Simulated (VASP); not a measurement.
Input of a VASP 6.6.1 run:

File POSCAR:

```
Te2Mo
1.0
    3.5872018318      0.0000000000      0.0000000000
   -1.7936009159      3.1066079149      0.0000000000
    0.0000000000      0.0000000000     14.2476617354
Te Mo
4 2
Direct
    0.6666666667      0.3333333333      0.3790000000
    0.3333333333      0.6666666667      0.8790000000
    0.6666666667      0.3333333333      0.1210000000
    0.3333333333      0.6666666667      0.6210000000
    0.6666666667      0.3333333333      0.7500000000
    0.3333333333      0.6666666667      0.2500000000
```

File INCAR.step1:

```
ALGO = Normal ; EDIFF = 1E-4
ENCUT = 520 ; GGA = PE
ISMEAR = -1 ; LASPH = T
LCHARG = F ; LREAL = F
LWAVE = T ; NBANDS = 35
NELM = 60 ; PREC = Accurate
SIGMA = 0.05
```

The input INCAR.step2:

```
ALGO = Normal ; EDIFF = 1E-7
ENCUT = 520 ; ISIF = 2
ISMEAR = -1 ; ISTART = 1
IVDW = 13 ; LASPH = T
LCHARG = F ; LMIXTAU = T
LREAL = F ; LWAVE = F
METAGGA = R2SCAN ; NBANDS = 35
NELM = 60 ; PREC = Accurate
SIGMA = 0.05 ; VDW_A1 = 0.51559235
VDW_A2 = 5.77342911 ; VDW_S6 = 1.0
VDW_S8 = 0.6018749
```

Contents of KPOINTS:

```
k-points
0
Gamma
  9 9 2
```

Potentials or basis: VASP PAW PBE potentials, release 64 (Te, Mo_sv).

Launch:

```console
$ cat potpaw_PBE.64/Te/POTCAR potpaw_PBE.64/Mo_sv/POTCAR > POTCAR
$ cp INCAR.step1 INCAR
$ mpirun -np 1 vasp_std > vasp.out
$ cp INCAR.step2 INCAR
$ mpirun -np 1 vasp_std > vasp.out
```

**Question.** Estimate the pressure.

**Answer.** -4.2 GPa.

**Question.** Estimate the dispersion energy per atom.

**Answer.** -0.178 eV.

**Question.** What does it give for the largest force?

**Answer.** 0.794 eV/Å.

**Question.** Estimate the band gap on the k mesh.

**Answer.** 0.91 eV, indirect (least direct gap 1.04 eV).

Forces on the atoms (eV/Å):
```
Te   0.000  0.000 -0.794
Te   0.000  0.000 -0.794
Te   0.000  0.000  0.794
Te   0.000  0.000  0.794
Mo   0.000  0.000  0.000
Mo   0.000  0.000  0.000
```

Caveat: the PAW data sets were made with another functional, which shifts forces and pressure a little; spin-orbit coupling is left out, which moves the levels of the heavy elements. A k mesh can miss the band edges.
